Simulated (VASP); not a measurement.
# Mg16O16F (a cell with a defect) in VASP: single point with PBE

Aim: the single point of Mg16O16F (a cell with a defect) with PBE.

Everything below comes from runs of VASP 6.6.1. Logs are shortened: lines on timing, memory, paths and dates and some standing lists are left out, and cuts for length are marked.

### 1 The cell of the first run

The cell holds a defect, 33 atoms: a = 7.369 Å, b = 7.369 Å, c = 7.369 Å, α = 109.47°, β = 109.47°, γ = 109.47°.

### 2 Single point, PBE, collinear spin

INCAR

```
SYSTEM = Mg16O16F
PREC = Accurate ; ENCUT = 520
EDIFF = 1E-7 ; ISMEAR = -1
SIGMA = 0.01 ; LREAL = Auto
LASPH = .TRUE. ; NELM = 150
ALGO = Normal ; ISIF = 2
LWAVE = .FALSE. ; LCHARG = .FALSE.
ISPIN = 2 ; MAGMOM = 0 0 0 0 0 0 0 0 0 0 0 0 0 0 0 0 0.02 0 0 0 0 0.19 0 0 0 0 0.58 0 0 0 0 0.05 0.18
LORBIT = 11 ; NUPDOWN = 1.0
GGA = PE ; NBANDS = 94
LUSENCCL = .FALSE.
```

KPOINTS

```
Automatic mesh
0
Gamma
  2 2 2
  0.5 0.5 0.5
```

POSCAR

```
Mg16O16F
1.0
   -4.2543812300      4.2543812300      4.2543812300
    4.2543812300     -4.2543812300      4.2543812300
    4.2543812300      4.2543812300     -4.2543812300
Mg O F
16 16 1
Direct
    0.0029745800      0.0035080700      0.0074724800
    0.0048747200      0.2481867600      0.7493489400
    0.0044799900      0.5050194400      0.5053630000
    0.0067702500      0.7631079500      0.2661658100
    0.2477929900      0.0054066400      0.7494870400
    0.2619026300      0.2624042900      0.4979394500
    0.2307962900      0.5129604500      0.2400446300
    0.2545751700      0.7551848400      0.0059085100
    0.5040562900      0.0045956400      0.5053632100
    0.5125585800      0.2313459900      0.2401946500
    0.5076772400      0.5082104500      0.0074736100
    0.4967872900      0.7818605000      0.7749352000
    0.7626584700      0.0076197700      0.2665658000
    0.7544361800      0.2550463000      0.0059089500
    0.7812133300      0.4965389300      0.7740395300
    0.7392471100      0.7397487400      0.4979400000
    0.0069922000      0.0074954000      0.5107760600
   -0.0033093200      0.2556526100      0.2542048100
    0.0057428700      0.5027787000      0.0048090700
    0.0042392400      0.7507639700      0.7547584700
    0.2549520400     -0.0027556100      0.2541726200
    0.2421309000      0.2428428900     -0.0187381000
    0.2537809600      0.5083520100      0.7548843500
    0.2548856800      0.7566446700      0.5078174800
    0.5018764200      0.0062765700      0.0044397800
    0.5077066000      0.2542336200      0.7547573000
    0.4310023800      0.4317006400      0.3589892000
    0.5022640200      0.7612268400      0.2542043500
    0.7502453800      0.0048183200      0.7548852500
    0.7561063200      0.2552133900      0.5076067400
    0.7606409300      0.5029326700      0.2541722700
    0.7747254700      0.7757875600      0.0468006600
    0.5895626200      0.5898481200      0.6756882400
```

Potentials or basis: VASP PAW PBE potentials, release 64 (Mg, O, F).

Command:

```sh
cat potpaw_PBE.64/Mg/POTCAR potpaw_PBE.64/O/POTCAR potpaw_PBE.64/F/POTCAR > POTCAR
mpirun -np 1 vasp_std > vasp.out
```

OUTCAR:

```text
SYSTEM = Mg16O16F
   PREC = Accurate
   ENCUT = 520
   EDIFF = 1E-7
   ISMEAR = -1
   LREAL = Auto
   LASPH = .TRUE.
   NELM = 150
   ISIF = 2
   ISPIN = 2
   LORBIT = 11
   NUPDOWN = 1.0
   GGA = PE

 ion  position               nearest neighbor table
   1  0.003  0.004  0.007-  32 2.12  21 2.15  18 2.15  22 2.15  29 2.16  20 2.16   6 2.95   4 3.00
                            13 3.01   8 3.01  14 3.01   5 3.03   2 3.03  12 3.05  15 3.06  16 3.07
   2  0.005  0.248  0.749-  22 2.02  17 2.05  30 2.12  29 2.14  23 2.14  19 2.17  15 2.84  13 2.90
                             5 2.92   7 2.96   9 3.01   3 3.01   1 3.03  11 3.03   8 3.05  14 3.05
   3  0.004  0.505  0.505-  18 2.10  31 2.10  20 2.11  23 2.11  24 2.13  30 2.13   7 2.97  10 2.97
                            15 2.97  12 2.97   4 2.99  13 2.99  14 3.01  16 3.01   6 3.01   5 3.01
   4  0.007  0.763  0.266-  32 1.98  17 2.08  31 2.11  21 2.11  24 2.11  19 2.22   7 2.86   5 2.91
                            13 2.94  15 2.97   3 2.99   9 2.99  11 3.00   1 3.00   6 3.01  16 3.01
   5  0.248  0.005  0.749-  22 2.02  17 2.05  24 2.12  20 2.14  26 2.14  25 2.16  12 2.85   4 2.91
                             2 2.92  10 2.96   9 3.01   3 3.01  11 3.03   1 3.03  14 3.05   8 3.05
   6  0.262  0.262  0.498-  21 2.14  18 2.14  26 2.17  23 2.18  27 2.20  17 2.22  33 2.30   1 2.95
                            13 3.01   4 3.01   9 3.01   3 3.01   2 3.06   5 3.06  10 3.07   7 3.07
   7  0.231  0.513  0.240-  27 1.84  19 1.92  24 2.08  18 2.16  28 2.16  22 2.30   4 2.86  14 2.87
                             8 2.87   2 2.96   3 2.97   9 2.97  16 3.07   6 3.07  11 3.07   1 3.07
   8  0.255  0.755  0.006-  28 2.08  21 2.08  23 2.11  20 2.11  25 2.13  19 2.13  12 2.85  15 2.85
                            10 2.87   7 2.87   9 3.01   1 3.01  11 3.01   3 3.01   5 3.05   2 3.05
   9  0.504  0.005  0.505-  28 2.10  21 2.10  26 2.11  29 2.11  24 2.13  30 2.13   7 2.97  10 2.97
[... 10 lines left out ...]
                            10 2.87   7 2.87   3 3.01  11 3.01   1 3.01   9 3.01   5 3.05   2 3.05
  15  0.781  0.497  0.774-  33 1.81  19 1.91  30 2.06  26 2.12  20 2.12  32 2.38   2 2.84   8 2.85
                            14 2.85   3 2.97   9 2.97   4 2.97   1 3.06  11 3.06  16 3.13   6 3.13
  16  0.739  0.740  0.498-  31 2.14  28 2.14  20 2.17  29 2.18  27 2.20  17 2.22  33 2.30  11 2.95
                            13 3.01   4 3.01   3 3.01   9 3.01   2 3.06   5 3.06  10 3.07   7 3.07
  17  0.007  0.007  0.511-   2 2.05   5 2.05  13 2.08   4 2.08  16 2.22   6 2.22
  18  0.997  0.256  0.254-  14 2.08   3 2.10  13 2.11   6 2.14   1 2.15   7 2.16
  19  0.006  0.503  0.005-  15 1.91   7 1.92  14 2.13   8 2.13   2 2.17   4 2.22
  20  0.004  0.751  0.755-   3 2.11   8 2.11  15 2.12   5 2.14   1 2.16  16 2.17
  21  0.255  0.997  0.254-   8 2.08   9 2.10   4 2.11   6 2.14   1 2.15  10 2.16
  22  0.242  0.243  0.981-   2 2.02   5 2.02   1 2.15  11 2.15   7 2.30  10 2.30
  23  0.254  0.508  0.755-   3 2.11   8 2.11  12 2.12   2 2.14  11 2.16   6 2.18
  24  0.255  0.757  0.508-  12 2.07   7 2.08   4 2.11   5 2.12   9 2.13   3 2.13
  25  0.502  0.006  0.004-  12 1.91  10 1.92  14 2.13   8 2.13   5 2.16  13 2.22
  26  0.508  0.254  0.755-   9 2.11  14 2.11  15 2.12   5 2.14  11 2.16   6 2.17
  27  0.431  0.432  0.359-   7 1.84  10 1.84  33 1.91  16 2.20   6 2.20
  28  0.502  0.761  0.254-   8 2.08   9 2.10  13 2.11  16 2.14  11 2.15   7 2.16
  29  0.750  0.005  0.755-   9 2.11  14 2.11  12 2.12   2 2.14   1 2.16  16 2.18
  30  0.756  0.255  0.508-  15 2.06  10 2.08  13 2.11   2 2.12   3 2.13   9 2.13
  31  0.761  0.503  0.254-  14 2.08   3 2.10   4 2.11  16 2.14  11 2.15  10 2.16
  32  0.775  0.776  0.047-  13 1.98   4 1.98   1 2.12  11 2.12  12 2.37  15 2.38
  33  0.590  0.590  0.676-  15 1.81  12 1.81  27 1.91  16 2.30   6 2.30

  LATTYP: Found a body centered cubic cell.
 ALAT       =     8.5087624600

  Lattice vectors:

 A1 = (  -4.2543812300,   4.2543812300,   4.2543812300)
 A2 = (   4.2543812300,  -4.2543812300,   4.2543812300)
 A3 = (   4.2543812300,   4.2543812300,  -4.2543812300)

Analysis of symmetry for initial positions (statically):
=====================================================================
 Subroutine PRICEL returns:
 Original cell was already a primitive cell.

 Routine SETGRP: Setting up the symmetry group for a
 body centered cubic supercell.

 Subroutine GETGRP returns: Found  1 space group operations
 (whereof  1 operations were pure point group operations)
 out of a pool of 48 trial point group operations.

The static configuration has the point symmetry C_1 .

Analysis of symmetry for dynamics (positions and initial velocities):
=====================================================================
 Subroutine PRICEL returns:
 Original cell was already a primitive cell.

 Routine SETGRP: Setting up the symmetry group for a
 body centered cubic supercell.

 Subroutine GETGRP returns: Found  1 space group operations
 (whereof  1 operations were pure point group operations)
 out of a pool of 48 trial point group operations.

The dynamic configuration has the point symmetry C_1 .

Analysis of structural, dynamic, and magnetic symmetry:
=====================================================================
 Subroutine PRICEL returns:
 Original cell was already a primitive cell.

 Routine SETGRP: Setting up the symmetry group for a
 body centered cubic supercell.

 Subroutine GETGRP returns: Found  1 space group operations
[... 150 lines left out ...]
   ISIF   =      2    stress and relaxation
   ISYM   =      2    0-nonsym 1-usesym 2-fastsym
   POTIM  = 0.5000    time-step for ionic-motion
   TEBEG  =    0.0;   TEEND  =   0.0 temperature during run
   PSTRESS=    0.0 pullay stress
   NELECT =     135.0000    total number of electrons
   NUPDOWN=       1.0000    fix difference up-down
   EMIN   =  10.00;   EMAX   =-10.00  energy-range for DOS
   EFERMI =   0.00;   METHOD = LEGACY
   ISMEAR =    -1;   SIGMA  =   0.01  broadening in eV -4-tet -1-fermi 0-gaus
   EFERMI_NEDOS =   21; number of points for ismear=-14 and -15
   IALGO  =     38    algorithm
   IMIX   =      4    mixing-type and parameters
     AMIX     =   0.40;   BMIX     =  1.00
     AMIX_MAG =   1.60;   BMIX_MAG =  1.00
  volume/ion in A,a.u.               =       9.33        62.99
  Fermi-wavevector in a.u.,A,eV,Ry     =   1.243549  2.349967 21.040253  1.546415
  Thomas-Fermi vector in A             =   2.377855
   LORBIT       =     11    0 simple, 1 ext, 2 COOP (PROOUT), +10 PAW based schemes
   GGA     = PE    functional components
   LHFCALC =     F    Hartree Fock is set to
   AEXX    =    0.0000 exact exchange contribution
   IVDW    =     0    specifies the selected vdW correction
   LEPSILON=     F    determine dielectric tensor
   LRPA    =     F    only Hartree local field effects (RPA)
 spin polarized calculation
  energy-cutoff  :      520.00
  volume of cell :      308.01
 maximum number of plane-waves:      8324
 NGX is ok and might be reduce to    54
   NGX = 27   NGY = 27   NGZ = 27

 number of electron     134.9999999 magnetization       0.9999991

 Free energy of the ion-electron system (eV)
  ---------------------------------------------------
  ext. energy  EPLUGINS =         0.00000000
  ---------------------------------------------------
  free energy    TOTEN  =      -189.92605430 eV

  energy without entropy =     -189.92605430  energy(sigma->0) =     -189.92605430

 E-fermi :   3.6289     XC(G=0): -11.0537

 val. band max:        3.9854608329   @ k =   0.2500   0.2500  -0.2500
 cond. band min:       5.1816993357   @ k =   0.2500  -0.2500   0.2500
 fundamental gap:      1.1962385027
 Fermi energy:         4.2785783961

 spin component 1

 k-point     1 :       0.2500    0.2500    0.2500
  band No.  band energies     occupation
      1     -20.3419      1.00000
      2     -13.9921      1.00000
      3     -13.7383      1.00000
      4     -13.5484      1.00000
      5     -13.4747      1.00000
      6     -13.0979      1.00000
[... 317 lines left out ...]
     78      12.5589      0.00000
     79      12.8435      0.00000
 Fermi energy:         3.6289178313

 spin component 2

 k-point     1 :       0.2500    0.2500    0.2500
  band No.  band energies     occupation
      1     -20.0390      1.00000
      2     -13.7385      1.00000
      3     -13.7015      1.00000
      4     -13.4774      1.00000
      5     -13.2855      1.00000
      6     -13.0977      1.00000
[... 317 lines left out ...]
     78      12.5698      0.00000
     79      12.8490      0.00000
 [bands above 79 left out]

------------------------ aborting loop because EDIFF is reached ----------------------------------------

  FORCE on cell =-STRESS in cart. coord.  units (eV):
  Direction    XX          YY          ZZ          XY          YZ          ZX
  --------------------------------------------------------------------------------------
  -------------------------------------------------------------------------------------
  Total       21.7681448     21.7032035      4.1890108      0.7477013      0.0149874      0.0099272
  in kB      113.2303364    112.8925340     21.7897806      3.8892829      0.0779595      0.0516378
  external PRESSURE =      82.6375503 kB  Pullay stress =       0.0000000 kB

 VOLUME and BASIS-vectors are now :
 -----------------------------------------------------------------------------
  energy-cutoff  :      520.00
  volume of cell :      308.01
      direct lattice vectors                 reciprocal lattice vectors
    -4.254381230  4.254381230  4.254381230     0.000000000  0.117525904  0.117525904
     4.254381230 -4.254381230  4.254381230     0.117525904  0.000000000  0.117525904
     4.254381230  4.254381230 -4.254381230     0.117525904  0.117525904  0.000000000

 POSITION                                       TOTAL-FORCE (eV/Angst)
 -----------------------------------------------------------------------------------
      0.03406      0.02952     -0.00421         0.002980     -0.003797     -0.030784
      4.22316      2.15287     -2.11140        -0.026143      0.010254     -0.000531
      4.27949      0.02052      0.01760        -0.002771      0.002397     -0.003801
      4.35012     -2.08538      2.14298         0.040965     -0.028441      0.000096
      2.15740      4.21981     -2.11140         0.007441     -0.037076     -0.000485
      2.12056      2.11629      0.11218         0.011352      0.004780     -0.048832
[... 25 lines left out ...]
      0.20363      0.19459      6.39737        -0.035242     -0.019367     -0.000455
      2.87585      2.87342      2.14303        -0.108380     -0.116233      0.001399
 -----------------------------------------------------------------------------------
    total drift:                               -0.009770     -0.008511     -0.001977

  FREE ENERGIE OF THE ION-ELECTRON SYSTEM (eV)
  ---------------------------------------------------
  free  energy   TOTEN  =      -189.9260542984 eV

  energy  without entropy=     -189.9260542984  energy(sigma->0) =     -189.92605430

 total charge

# of ion       s       p       d       tot
------------------------------------------
    1        0.141   0.161   0.068   0.370
    2        0.150   0.181   0.080   0.411
    3        0.148   0.177   0.078   0.404
    4        0.153   0.186   0.084   0.423
    5        0.150   0.181   0.080   0.411
    6        0.134   0.151   0.065   0.350
[... 25 lines left out ...]
   32        1.549   3.551   0.000   5.100
   33        1.757   4.443   0.000   6.200
--------------------------------------------------
tot         28.913  64.096   1.305  94.314

 magnetization (x)

# of ion       s       p       d       tot
------------------------------------------
    1       -0.000  -0.000  -0.000  -0.001
    2        0.000   0.001   0.001   0.002
    3       -0.000  -0.000  -0.000  -0.000
    4        0.000   0.000   0.000   0.001
    5        0.000   0.001   0.001   0.002
    6       -0.000  -0.000  -0.000  -0.001
[... 25 lines left out ...]
   32        0.002   0.043   0.000   0.045
   33        0.005   0.154   0.000   0.159
--------------------------------------------------
tot          0.020   0.875   0.003   0.898
```

Run time: 2.3 min. Hardware: 1 × NVIDIA H100 80GB with 1 thread of AMD EPYC 7R13 (Zen 3), shared host; peak memory 1.5 GiB.

What came out:

```
Free energy                                           : -189.9261 eV
Pressure                                              : 8.3 GPa
Largest force                                         : 0.159 eV/Å
Net moment                                            : 1.00 μB per cell
Site moments                                          : Mg -0.00, +0.00 (each value once); O +0.01, -0.00, +0.00, +0.16, +0.52, +0.04 (each value once); F +0.16 μB
Valence electrons inside the program's atomic spheres : Mg 0.37, 0.41, 0.40, 0.42, 0.35, 0.48, 0.47 (each value once); O 5.10, 5.09, 5.14, 5.08, 5.06 (each value once); F 6.20
```

Forces in eV/Å, atoms in the order of the input:
```
Mg   0.003 -0.004 -0.031
Mg  -0.026  0.010 -0.001
Mg  -0.003  0.002 -0.004
Mg   0.041 -0.028  0.000
Mg   0.007 -0.037  0.000
Mg   0.011  0.005 -0.049
Mg   0.016 -0.037  0.000
Mg  -0.003  0.000 -0.009
Mg  -0.002  0.002  0.002
Mg  -0.009 -0.007  0.000
Mg   0.004 -0.003  0.030
Mg  -0.010  0.025  0.000
Mg  -0.034  0.039  0.000
Mg  -0.004 -0.001  0.007
Mg   0.042  0.016  0.000
Mg   0.011  0.004  0.051
O    0.010  0.010  0.000
O    0.004  0.002  0.016
O   -0.013 -0.021  0.001
O   -0.005  0.010  0.002
O   -0.002  0.007  0.025
O    0.067  0.079  0.001
O    0.004 -0.007 -0.008
O   -0.006 -0.006 -0.002
O    0.013  0.005  0.001
O   -0.007  0.009 -0.003
O    0.025  0.075  0.001
O    0.004 -0.003 -0.015
O    0.005 -0.008  0.007
O    0.005 -0.007 -0.002
O   -0.003  0.004 -0.021
O   -0.035 -0.019  0.000
F   -0.108 -0.116  0.001
```

Stress tensor (GPa, compression positive):
```
11.32  0.39  0.01
 0.39 11.29  0.01
 0.01  0.01  2.18
```

Caveat: the k points lie up to 0.52 Å⁻¹ apart; the total moment is fixed, so each spin has its own Fermi level and the state may be an excited one.
